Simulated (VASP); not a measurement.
# CoSi (P2_12_12_1) in VASP: a series of runs, part 2 of 2

VASP 6.6.1.

## (4) Single point, PBEsol (strain +0.1125 x Voigt [1, -1, 0, 0, 0, 0])

File INCAR:

```
PREC = Accurate
ENCUT = 520
EDIFF = 1E-6
ISMEAR = 0
SIGMA = 0.15
LREAL = F
LASPH = T
NELM = 60
ALGO = Fast
ISIF = 2
LWAVE = F
LCHARG = T
GGA = PS
LELF = T
LVHAR = T
NBANDS = 36
```

File KPOINTS:

```
Automatic mesh
0
Gamma
  10 10 10
```

File POSCAR:

```
CoSi
1.0
    4.8792308938      0.0000000000      0.0000000000
    0.0000000000      3.8924201512      0.0000000000
    0.0000000000      0.0000000000      4.3858255225
Co Si
4 4
Direct
    0.1456446743      0.1456446743      0.1456446743
    0.3543553257      0.8543553257      0.6456446743
    0.6456446743      0.3543553257      0.8543553257
    0.8543553257      0.6456446743      0.3543553257
    0.8433288496      0.8433288496      0.8433288496
    0.6566711504      0.1566711504      0.3433288496
    0.3433288496      0.6566711504      0.1566711504
    0.1566711504      0.3433288496      0.6566711504
```

Potentials or basis: VASP PAW PBE potentials, release 64 (Co, Si).

Command:

```bash
> cat potpaw_PBE.64/Co/POTCAR potpaw_PBE.64/Si/POTCAR > POTCAR
> mpirun -np 1 vasp_std > vasp.out
```

OUTCAR:

```text
PREC = Accurate
   ENCUT = 520
   EDIFF = 1E-6
   ISMEAR = 0
   LREAL = F
   LASPH = T
   NELM = 60
   ISIF = 2
   GGA = PS

 ion  position               nearest neighbor table
   1  0.146  0.146  0.146-   7 2.13   7 2.21   8 2.28   5 2.31   8 2.37   6 2.54   4 2.58   4 2.58
                             6 2.64   2 2.67   2 2.67   3 2.87   3 2.87
   2  0.354  0.854  0.646-   8 2.13   8 2.21   7 2.28   6 2.31   7 2.37   5 2.54   3 2.58   3 2.58
                             5 2.64   1 2.67   1 2.67   4 2.87   4 2.87
   3  0.646  0.354  0.854-   5 2.13   5 2.21   6 2.28   7 2.31   6 2.37   8 2.54   2 2.58   2 2.58
                             8 2.64   4 2.67   4 2.67   1 2.87   1 2.87
[... 1164 lines left out ...]
  external PRESSURE =     127.1349059 kB  Pullay stress =       0.0000000 kB

 VOLUME and BASIS-vectors are now :
 -----------------------------------------------------------------------------
  energy-cutoff  :      520.00
  volume of cell :       83.30
      direct lattice vectors                 reciprocal lattice vectors
     4.879230894  0.000000000  0.000000000     0.204950334  0.000000000  0.000000000
     0.000000000  3.892420151  0.000000000     0.000000000  0.256909573  0.000000000
     0.000000000  0.000000000  4.385825523     0.000000000  0.000000000  0.228007246

 POSITION                                       TOTAL-FORCE (eV/Angst)
 -----------------------------------------------------------------------------------
      0.71063      0.56691      0.63877        -0.498177      0.200998     -0.183660
      1.72898      3.32551      2.83168         0.498177     -0.200998     -0.183660
      3.15025      1.37930      3.74705        -0.498177     -0.200998      0.183660
      4.16860      2.51312      1.55414         0.498177      0.200998      0.183660
      4.11480      3.28259      3.69869         0.361354      0.362160      0.197299
      3.20405      0.60983      1.50578        -0.361354     -0.362160      0.197299
      1.67518      2.55604      0.68713         0.361354     -0.362160     -0.197299
      0.76443      1.33638      2.88005        -0.361354      0.362160     -0.197299
 -----------------------------------------------------------------------------------
    total drift:                                0.000000      0.000000     -0.000000

  FREE ENERGIE OF THE ION-ELECTRON SYSTEM (eV)
  ---------------------------------------------------
  free  energy   TOTEN  =       -58.1116610071 eV

  energy  without entropy=      -58.0865836279  energy(sigma->0) =      -58.09912232
```

OSZICAR:

```text
N       E                     dE             d eps       ncg     rms          rms(c)
DAV:   1     0.358313739269E+03    0.35831E+03   -0.22094E+04 15552   0.168E+03
DAV:   2    -0.336931967787E+02   -0.39201E+03   -0.37426E+03 15552   0.366E+02
DAV:   3    -0.636669952198E+02   -0.29974E+02   -0.28542E+02 16880   0.122E+02
DAV:   4    -0.648891985427E+02   -0.12222E+01   -0.12077E+01 19756   0.227E+01
DAV:   5    -0.649338418126E+02   -0.44643E-01   -0.44604E-01 20020   0.416E+00    0.308E+01
RMM:   6    -0.704206179942E+02   -0.54868E+01   -0.12110E+02 16766   0.101E+02    0.289E+01
RMM:   7    -0.582818752509E+02    0.12139E+02   -0.42052E+01 15552   0.648E+01    0.696E+00
RMM:   8    -0.581441832589E+02    0.13769E+00   -0.49462E-01 17762   0.353E+00    0.234E+00
RMM:   9    -0.581091670134E+02    0.35016E-01   -0.16246E-01 18182   0.201E+00    0.672E-01
RMM:  10    -0.581111868107E+02   -0.20198E-02   -0.46611E-02 21659   0.114E+00    0.465E-01
RMM:  11    -0.581117981689E+02   -0.61136E-03   -0.64472E-03 22099   0.367E-01    0.370E-01
RMM:  12    -0.581116901799E+02    0.10799E-03   -0.74927E-04 17653   0.178E-01    0.200E-01
RMM:  13    -0.581116725556E+02    0.17624E-04   -0.32152E-04 21585   0.107E-01    0.698E-02
RMM:  14    -0.581116782428E+02   -0.56872E-05   -0.85318E-05 23482   0.416E-02    0.615E-02
RMM:  15    -0.581116861942E+02   -0.79515E-05   -0.96813E-06 17952   0.161E-02    0.681E-02
RMM:  16    -0.581116611886E+02    0.25006E-04   -0.43988E-05 23291   0.325E-02    0.257E-02
RMM:  17    -0.581116610071E+02    0.18148E-06   -0.31990E-06 12684   0.932E-03
   1 F= -.58111661E+02 E0= -.58099122E+02  d E =-.250774E-01
```

Run time: 22 min. Hardware: 1 thread of Oxide Virtual Turin-like, shared host; peak memory 0.53 GiB.

What came out:

```yaml
Free_energy: -58.1117 eV
Pressure: 12.7 GPa
Largest_force: 0.568 eV/Å
Band_gap_on_the_k_mesh: zero (bands 26 and 27 overlap by 0.48 eV)
```

Forces on the atoms (eV/Å):
```
Co  -0.498  0.201 -0.184
Co   0.498 -0.201 -0.184
Co  -0.498 -0.201  0.184
Co   0.498  0.201  0.184
Si   0.361  0.362  0.197
Si  -0.361 -0.362  0.197
Si   0.361 -0.362 -0.197
Si  -0.361  0.362 -0.197
```

Stress tensor (GPa, compression positive):
```
-10.23   0.00   0.00
  0.00  45.52   0.00
  0.00   0.00   2.85
```

Levels at points of the mesh, in eV from the Fermi level:
| k point | band 22 | band 23 | band 24 | band 25 | band 26 | band 27 | band 28 | band 29 | band 30 | band 31 |
| --- | --- | --- | --- | --- | --- | --- | --- | --- | --- | --- |
| (0.00, 0.00, 0.00) | -1.11 | -0.87 | -0.60 | -0.35 | -0.06 | -0.06 | 2.29 | 2.50 | 2.65 | 2.69 |
| (0.50, 0.00, 0.00) | -1.23 | -0.77 | -0.77 | -0.28 | -0.28 | 1.18 | 1.18 | 1.88 | 1.88 | 3.02 |
| (0.00, 0.50, 0.00) | -1.29 | -1.09 | -1.09 | -0.71 | -0.71 | 0.93 | 0.93 | 1.21 | 1.21 | 3.49 |
| (0.50, 0.50, 0.00) | -1.36 | -1.22 | -1.22 | -0.20 | -0.20 | 0.63 | 0.63 | 2.16 | 2.16 | 2.40 |
| (0.00, 0.00, 0.50) | -1.29 | -0.72 | -0.72 | -0.60 | -0.60 | 0.41 | 0.41 | 2.32 | 2.32 | 4.93 |
| (0.50, 0.00, 0.50) | -1.62 | -0.91 | -0.91 | 0.14 | 0.14 | 1.00 | 1.00 | 2.45 | 2.45 | 3.47 |
| (0.00, 0.50, 0.50) | -1.60 | -1.54 | -1.54 | -0.23 | -0.23 | 0.16 | 0.16 | 1.59 | 1.59 | 1.80 |
| (0.50, 0.50, 0.50) | -1.24 | -1.24 | -1.24 | -0.34 | -0.34 | -0.34 | -0.34 | 4.34 | 4.34 | 4.34 |

Caveat: the cell differs from its parent crystal (strain +0.1125 x Voigt [1, -1, 0, 0, 0, 0]); the stress differs along the axes, from -10 to 46 GPa; the PAW data sets were made with another functional, which shifts forces and pressure a little; the run has no spin polarisation, though such a crystal can be magnetic. Spin polarisation is off, so any magnetic state and its effect on volume and gap are missing.

## (5) Overview

| cell | further INCAR settings | gap on the mesh (eV) | pressure (GPa) | largest force (eV/Å) |
| --- | --- | --- | --- | --- |
| a = 4.221, b = 4.550, c = 4.386 Å, 8 atoms | ALGO = Fast; EDIFF = 1e-07; NBANDS = 36 | none | 1.7 | 0.15 |
| a = 4.961, b = 3.810, c = 4.386 Å, 8 atoms | ALGO = Fast; EDIFF = 1e-07; NBANDS = 36 | none | 17.0 | 0.77 |
| a = 4.879, b = 3.892, c = 4.386 Å, 8 atoms | ALGO = Fast; EDIFF = 1e-06; NBANDS = 36 | none | 12.7 | 0.57 |

Alike in all rows: task single point; level PBEsol; potentials or basis VASP PAW PBE potentials, release 64 (Co, Si); no spin polarisation; k mesh 10 × 10 × 10; cutoff (eV) 520; smearing gaussian 0.15 eV.

Caveats: the PAW data sets were made with another functional, which shifts forces and pressure a little; the run has no spin polarisation, though such a crystal can be magnetic; the stress differs along the axes, from -8 to 12 GPa (at least some runs); the stress differs along the axes, from -8 to 56 GPa (at least some runs); the stress differs along the axes, from -10 to 46 GPa (at least some runs).

Total energies depend on the potentials used, so only differences within one code and one set of settings carry meaning.
